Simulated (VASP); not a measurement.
A run of VASP 6.6.1 is set up as follows.

Contents of INCAR:

```
ALGO = Normal
EDIFF = 1E-8
ENCUT = 520
GGA = PE
ISIF = 2
ISMEAR = -1
LASPH = True
LCHARG = False
LEFG = True
LREAL = False
LWAVE = False
NBANDS = 15
NELM = 60
PREC = Accurate
SIGMA = 0.02
```

KPOINTS

```
k-points
0
Gamma
  7 7 7
```

Contents of POSCAR:

```
KCl
1.0
    3.6340000000      0.0181700000      0.0181700000
    0.0181700000      3.6340000000      0.0181700000
    0.0181700000      0.0181700000      3.6340000000
K Cl
1 1
Direct
    0.0000000000      0.0000000000      0.0000000000
    0.5000000000      0.5000000000      0.5000000000
```

Potentials or basis: VASP PAW PBE potentials, release 64 (K_sv, Cl).

Command:

```sh
$ cat potpaw_PBE.64/K_sv/POTCAR potpaw_PBE.64/Cl/POTCAR > POTCAR
$ mpirun -np 1 vasp_std > vasp.out
```

(1) What does it give for the band gap on the k mesh?

(2) What does it give for the pressure?

## Answers

(1) 5.61 eV, indirect (least direct gap 5.80 eV).

(2) 4.5 GPa.

Caveat: the cell differs from its parent crystal (equal xy, yz and zx shear strains of +1 %); without QUAD_EFG the Cq values of the log hold for a quadrupole moment of 1 mb, not for the nuclei.
